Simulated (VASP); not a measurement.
# ZnO (P6_3mc) in VASP: notebook

ZnO is run at these levels: PBE; tasks: single point.

All numbers are computed with VASP 6.6.1; they aren't measurements. Logs are shortened: lines on timing, memory, paths and dates and some standing lists are left out, and cuts for length are marked.

## Step 1: The cell of the first run

The structure is hexagonal, space group P6_3mc (No. 186). The conventional cell has a = 3.183 Å, b = 3.183 Å, c = 5.099 Å, α = 90.00°, β = 90.00°, γ = 120.00°. Within 2.6 Å of Zn (site symmetry 3m) lie 4 O at 1.93 to 1.94 Å. Within 2.6 Å of O (site symmetry 3m) lie 4 Zn at 1.93 to 1.94 Å.

## Step 2: Single point, PBE

Contents of INCAR:

```
PREC = Accurate
ENCUT = 520
EDIFF = 1E-6
ISMEAR = 0
SIGMA = 0.01
LREAL = F
LASPH = T
NELM = 100
ALGO = Normal
ISIF = 2
LWAVE = F
LCHARG = F
GGA = PE
NBANDS = 26
```

Contents of KPOINTS:

```
Automatic mesh
0
Gamma
  12 12 4
```

Contents of POSCAR:

```
ZnO
1.0
    3.1829769797      0.0000000000      0.0000000000
   -1.5914884899      2.7565386570      0.0000000000
    0.0000000000      0.0000000000      5.0994402224
Zn O
2 2
Direct
    0.3333333333      0.6666666667      0.5000000000
    0.6666666667      0.3333333333      0.0000000000
    0.6666666667      0.3333333333      0.3790100000
    0.3333333333      0.6666666667      0.8790100000
```

Potentials or basis: VASP PAW PBE potentials, release 64 (Zn, O).

Run with:

```bash
cat potpaw_PBE.64/Zn/POTCAR potpaw_PBE.64/O/POTCAR > POTCAR
mpirun -np 1 vasp_std > vasp.out
```

OUTCAR:

```text
PREC = Accurate
   ENCUT = 520
   EDIFF = 1E-6
   ISMEAR = 0
   LREAL = F
   LASPH = T
   NELM = 100
   ISIF = 2
   GGA = PE

 ion  position               nearest neighbor table
   1  0.333  0.667  0.500-   4 1.93   3 1.94   3 1.94   3 1.94
   2  0.667  0.333  0.000-   3 1.93   4 1.94   4 1.94   4 1.94
   3  0.667  0.333  0.379-   2 1.93   1 1.94   1 1.94   1 1.94
   4  0.333  0.667  0.879-   1 1.93   2 1.94   2 1.94   2 1.94

  LATTYP: Found a hexagonal cell.
 ALAT       =     3.1829769797
 C/A-ratio  =     1.6020977390

  Lattice vectors:

 A1 = (   3.1829769797,   0.0000000000,   0.0000000000)
 A2 = (  -1.5914884899,   2.7565386570,   0.0000000000)
 A3 = (   0.0000000000,   0.0000000000,   5.0994402224)

Analysis of symmetry for initial positions (statically):
=====================================================================
 Subroutine PRICEL returns:
 Original cell was already a primitive cell.

 Routine SETGRP: Setting up the symmetry group for a
 hexagonal supercell.

 Subroutine GETGRP returns: Found 12 space group operations
 (whereof  6 operations were pure point group operations)
 out of a pool of 24 trial point group operations.

The static configuration has the point symmetry C_3v.
 The point group associated with its full space group is C_6v.

Analysis of symmetry for dynamics (positions and initial velocities):
=====================================================================
 Subroutine PRICEL returns:
 Original cell was already a primitive cell.

 Routine SETGRP: Setting up the symmetry group for a
 hexagonal supercell.

 Subroutine GETGRP returns: Found 12 space group operations
 (whereof  6 operations were pure point group operations)
 out of a pool of 24 trial point group operations.

The dynamic configuration has the point symmetry C_3v.
 The point group associated with its full space group is C_6v.

 Subroutine INISYM returns: Found 12 space group operations
 (whereof  6 operations are pure point group operations),
 and found     1 'primitive' translations

----------------------------------------------------------------------------------------

                                     Primitive cell

  volume of cell :      44.7425

  direct lattice vectors                    reciprocal lattice vectors
     3.182976980  0.000000000  0.000000000     0.314171295  0.181386899  0.000000000
    -1.591488490  2.756538657  0.000000000     0.000000000  0.362773799  0.000000000
     0.000000000  0.000000000  5.099440222     0.000000000  0.000000000  0.196099955

  length of vectors
     3.182976980  3.182976748  5.099440222     0.362773772  0.362773799  0.196099955

  position of ions in fractional coordinates (direct lattice)
     0.333333333  0.666666667  0.500000000
     0.666666667  0.333333333  0.000000000
     0.666666667  0.333333333  0.379010000
     0.333333333  0.666666667  0.879010000

  ion indices of the primitive-cell ions
   primitive index   ion index
                 1           1
                 2           2
                 3           3
                 4           4

----------------------------------------------------------------------------------------

 KPOINTS: Automatic mesh

Automatic generation of k-mesh.
 Grid dimensions read from file:
 generate k-points for:   12   12    4

 Generating k-lattice:

  Cartesian coordinates                     Fractional coordinates (reciprocal lattice)
     0.026180941  0.015115575  0.000000000     0.083333333  0.000000000  0.000000000
     0.000000000  0.030231150  0.000000000     0.000000000  0.083333333  0.000000000
     0.000000000  0.000000000  0.049024989     0.000000000  0.000000000  0.250000000

  Length of vectors
     0.030231148  0.030231150  0.049024989

  Shift w.r.t. Gamma in fractional coordinates (k-lattice)
     0.000000000  0.000000000  0.000000000

 Subroutine IBZKPT returns following result:
 ===========================================

 Found     57 irreducible k-points:

 Following reciprocal coordinates:
            Coordinates               Weight
  0.000000  0.000000  0.000000      1.000000
  0.083333  0.000000  0.000000      6.000000
  0.166667  0.000000  0.000000      6.000000
  0.250000  0.000000  0.000000      6.000000
  0.333333  0.000000  0.000000      6.000000
  0.416667  0.000000  0.000000      6.000000
[... 16 lines left out ...]
  0.250000  0.000000  0.250000     12.000000
  0.333333  0.000000  0.250000     12.000000
 [... further k-points ...]
   k-points           NKPTS =     57   k-points in BZ     NKDIM =     57   number of bands    NBANDS=     26
   number of dos      NEDOS =    301   number of ions     NIONS =      4
   total plane-waves  NPLWV =  23040
   dimension x,y,z NGX =    24 NGY =   24 NGZ =   40
   dimension x,y,z NGXF=    48 NGYF=   48 NGZF=   80
   ions per type =               2   2
   NGX,Y,Z   is equivalent  to a cutoff of  12.54, 12.54, 13.04 a.u.
   NGXF,Y,Z  is equivalent  to a cutoff of  25.07, 25.07, 26.08 a.u.
 SYSTEM =  unknown system
   PREC   = accura    normal or accurate (medium, high low for compatibility)
   ISTART =      0    job   : 0-new  1-cont  2-samecut
   ICHARG =      2    charge: 1-file 2-atom 10-const
   ISPIN  =      1    spin polarized calculation?
   LNONCOLLINEAR =      F non collinear calculations
   LSORBIT =      F    spin-orbit coupling
   LASPH  =      T    aspherical Exc in radial PAW
   ENCUT  =  520.0 eV  38.22 Ry    6.18 a.u.   5.92  5.92  9.48*2*pi/ulx,y,z
   NELM   =    100;   NELMIN=  2; NELMDL= -5     # of ELM steps
   EDIFF  = 0.1E-05   stopping-criterion for ELM
   LREAL  =      F    real-space projection
   EDIFFG = 0.1E-04   stopping-criterion for IOM
   NSW    =      0    number of steps for IOM
   IBRION =     -1    ionic relax: 0-MD 1-quasi-New 2-CG
   NFREE  =      0    steps in history (QN), initial steepest desc. (CG)
   ISIF   =      2    stress and relaxation
   ISYM   =      2    0-nonsym 1-usesym 2-fastsym
   POTIM  = 0.5000    time-step for ionic-motion
   TEBEG  =    0.0;   TEEND  =   0.0 temperature during run
   PSTRESS=    0.0 pullay stress
   NELECT =      36.0000    total number of electrons
   NUPDOWN=      -1.0000    fix difference up-down
   EMIN   =  10.00;   EMAX   =-10.00  energy-range for DOS
   EFERMI =   0.00;   METHOD = LEGACY
   ISMEAR =     0;   SIGMA  =   0.01  broadening in eV -4-tet -1-fermi 0-gaus
   EFERMI_NEDOS =   21; number of points for ismear=-14 and -15
   IALGO  =     38    algorithm
   IMIX   =      4    mixing-type and parameters
     AMIX     =   0.40;   BMIX     =  1.00
     AMIX_MAG =   1.60;   BMIX_MAG =  1.00
  volume/ion in A,a.u.               =      11.19        75.48
  Fermi-wavevector in a.u.,A,eV,Ry     =   1.522658  2.877406 31.544926  2.318487
  Thomas-Fermi vector in A             =   2.631207
   LORBIT       =      0    0 simple, 1 ext, 2 COOP (PROOUT), +10 PAW based schemes
   GGA     = PE    functional components
   LHFCALC =     F    Hartree Fock is set to
   AEXX    =    0.0000 exact exchange contribution
   IVDW    =     0    specifies the selected vdW correction
   LEPSILON=     F    determine dielectric tensor
   LRPA    =     F    only Hartree local field effects (RPA)
 non-spin polarized calculation
 Gauss-broadening in eV      SIGMA  =   0.01
  energy-cutoff  :      520.00
  volume of cell :       44.74
 maximum number of plane-waves:      1224
 NGX is ok and might be reduce to    24
   NGX = 11   NGY = 11   NGZ = 19

 number of electron      35.9999989 magnetization

 Free energy of the ion-electron system (eV)
  ---------------------------------------------------
  ext. energy  EPLUGINS =         0.00000000
  ---------------------------------------------------
  free energy    TOTEN  =       -17.62047184 eV

  energy without entropy =      -17.62047184  energy(sigma->0) =      -17.62047184

 E-fermi :   1.8938     XC(G=0): -11.2463

 val. band max:        1.7872087850   @ k =   0.0000   0.0000   0.0000
 cond. band min:       2.6675196875   @ k =   0.0000   0.0000   0.0000
 fundamental gap:      0.8803109025
 Fermi energy:         1.8937649540

 k-point     1 :       0.0000    0.0000    0.0000
  band No.  band energies     occupation
      1     -16.8273      2.00000
      2     -15.9955      2.00000
      3      -4.3450      2.00000
      4      -4.2286      2.00000
      5      -4.2286      2.00000
      6      -4.1806      2.00000
[... 18 lines left out ...]
     25      16.3325      0.00000
     26      16.3325      0.00000

 k-point     2 :       0.0833    0.0000    0.0000
  band No.  band energies     occupation
      1     -16.7843      2.00000
      2     -15.9767      2.00000
      3      -4.3083      2.00000
      4      -4.2597      2.00000
      5      -4.2042      2.00000
      6      -4.1514      2.00000
[... 18 lines left out ...]
     25      16.4275      0.00000
     26      16.4395      0.00000

 k-point     3 :       0.1667    0.0000    0.0000
  band No.  band energies     occupation
      1     -16.6625      2.00000
      2     -15.9264      2.00000
      3      -4.4228      2.00000
      4      -4.1400      2.00000
      5      -4.1357      2.00000
      6      -4.1011      2.00000
[... 18 lines left out ...]
     25      16.2836      0.00000
     26      16.5488      0.00000

 k-point     4 :       0.2500    0.0000    0.0000
  band No.  band energies     occupation
      1     -16.4855      2.00000
      2     -15.8631      2.00000
      3      -4.5552      2.00000
      4      -4.1637      2.00000
      5      -4.0610      2.00000
      6      -3.9646      2.00000
[... 18 lines left out ...]
     25      15.4923      0.00000
     26      16.3861      0.00000
[... 496 lines left out ...]
      1     -16.5583      2.00000
      2     -16.0376      2.00000
      3      -4.5179      2.00000
      4      -4.4335      2.00000
      5      -4.1156      2.00000
      6      -4.0982      2.00000
[... 18 lines left out ...]
     25      15.2552      0.00000
     26      16.0819      0.00000

 k-point    23 :       0.2500    0.0000    0.2500
  band No.  band energies     occupation
      1     -16.3950      2.00000
      2     -15.9544      2.00000
      3      -4.6344      2.00000
      4      -4.4474      2.00000
      5      -4.0260      2.00000
      6      -3.9909      2.00000
[... 18 lines left out ...]
     25      15.4952      0.00000
     26      16.0975      0.00000

 k-point    24 :       0.3333    0.0000    0.2500
  band No.  band energies     occupation
      1     -16.2174      2.00000
      2     -15.8787      2.00000
      3      -4.7071      2.00000
      4      -4.4860      2.00000
      5      -3.9468      2.00000
      6      -3.8613      2.00000
[... 18 lines left out ...]
     25      15.5748      0.00000
     26      16.1308      0.00000

 [... further k-points ...]
[... 5 lines left out ...]
  --------------------------------------------------------------------------------------
  -------------------------------------------------------------------------------------
  Total        4.5426825      4.5426816      5.1317566     -0.0000000     -0.0000000      0.0000000
  in kB      162.6682815    162.6682499    183.7623514     -0.0000000     -0.0000000      0.0000000
  external PRESSURE =     169.6996276 kB  Pullay stress =       0.0000000 kB

 VOLUME and BASIS-vectors are now :
 -----------------------------------------------------------------------------
  energy-cutoff  :      520.00
  volume of cell :       44.74
      direct lattice vectors                 reciprocal lattice vectors
     3.182976980  0.000000000  0.000000000     0.314171295  0.181386899  0.000000000
    -1.591488490  2.756538657  0.000000000     0.000000000  0.362773799  0.000000000
     0.000000000  0.000000000  5.099440222     0.000000000  0.000000000  0.196099955

 POSITION                                       TOTAL-FORCE (eV/Angst)
 -----------------------------------------------------------------------------------
     -0.00000      1.83769      2.54972        -0.000000      0.000000     -0.097627
      1.59149      0.91885      0.00000         0.000000     -0.000000     -0.097627
      1.59149      0.91885      1.93274         0.000000      0.000000      0.097627
     -0.00000      1.83769      4.48246        -0.000000      0.000000      0.097627
 -----------------------------------------------------------------------------------
    total drift:                                0.000001      0.000001      0.001250

  FREE ENERGIE OF THE ION-ELECTRON SYSTEM (eV)
  ---------------------------------------------------
  free  energy   TOTEN  =       -17.6204718400 eV

  energy  without entropy=      -17.6204718400  energy(sigma->0) =      -17.62047184
```

It took 76 s on 1 thread of AMD EPYC 7R13, shared host; peak memory 0.16 GiB.

What came out:

| Property | Result |
| --- | --- |
| Free energy | -17.6205 eV |
| Pressure | 17.0 GPa |
| Largest force | 0.098 eV/Å |
| Band gap on the k mesh | 0.88 eV |

Forces in eV/Å, atoms in the order of the input:
```
Zn   0.000  0.000 -0.098
Zn   0.000  0.000 -0.098
O    0.000  0.000  0.098
O    0.000  0.000  0.098
```

Caveat: the cell stands under pressure.

(Part 1 of 2 ends here.)
